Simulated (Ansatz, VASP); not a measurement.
Two plane-wave programs on Ti4Ga

INCAR

```
  ALGO = Normal
  EDIFF = 1E-6
  ENCUT = 520
  GGA = PE
  ISIF = 2
  ISMEAR = 0
  ISPIN = 2
  LASPH = True
  LCHARG = True
  LELF = True
  LMAXMIX = 4
  LORBIT = 11
  LREAL = False
  LVHAR = True
  LWAVE = False
  MAGMOM = 1 1 1 1 0
  NBANDS = 42
  NELM = 150
  PREC = Accurate
  SIGMA = 0.1
```

The input KPOINTS:

```
k-points
0
Gamma
  4 4 4
```

File POSCAR:

```
Ti4Ga
1.0
   -2.9252017673      2.9252017673      2.9252017673
    2.9252017673     -2.9252017673      2.9252017673
    2.9252017673      2.9252017673     -2.9252017673
Ti Ga
4 1
Direct
    0.5000000000      0.5000000000      0.5000000000
    0.0000000000      0.0000000000      0.5000000000
    0.0000000000      0.5000000000      0.0000000000
    0.5000000000      0.0000000000      0.0000000000
    0.0000000000      0.0000000000      0.0000000000
```

Input for Ansatz:

```yaml
crystal:
  lattice:
    - [-2.9252017673, 2.9252017673, 2.9252017673]
    - [2.9252017673, -2.9252017673, 2.9252017673]
    - [2.9252017673, 2.9252017673, -2.9252017673]
  atoms:
    - { symbol: Ti, position: [0.5, 0.5, 0.5], spin: 1.0 }
    - { symbol: Ti, position: [0.0, 0.0, 0.5], spin: 1.0 }
    - { symbol: Ti, position: [0.0, 0.5, 0.0], spin: 1.0 }
    - { symbol: Ti, position: [0.5, 0.0, 0.0], spin: 1.0 }
    - { symbol: Ga, position: [0.0, 0.0, 0.0] }
basis:
  ecutwfc: 420
kpoints:
  mp_grid: { grid: [4, 4, 4] }
hamiltonian:
  xc: pbe
scf:
  occupations: { method: gaussian, width: 0.1 }
  lower_state_search: "off"
output:
  forces: true
  stress: true
  eigenvalues: true
  populations: true
magnetization:
  spin_polarized: true
```

Alike in both runs: task single point; functional PBE; k mesh 4 × 4 × 4; occupations gaussian, width 0.1 eV; collinear spin.

|  | VASP | Ansatz |
| --- | --- | --- |
| version | VASP 6.6.1 | Ansatz 0.2.0 |
| potentials or method | VASP PAW PBE potentials, release 64 (Ti_sv, Ga_d), cutoff 520 eV | scalar-relativistic, plane waves, PAW |
| valence electrons in the cell | 61 | 61 |

```tsv
	VASP	Ansatz	Ansatz less VASP
gap on the k mesh at the Fermi level (eV)	none	none	-
pressure (GPa)	0.3	0.3	-0.04
net moment per atom (μB)	0.35	0.35	+0.002
size of the moment on the site where the two differ most (μB)	0.33	0.30	-0.026
```

Site moments also hang on the region over which each program counts them. A gap of «none» marks a metal or a gap that the smearing closes.

The k mesh is coarse, so the values compare programs but aren't converged.
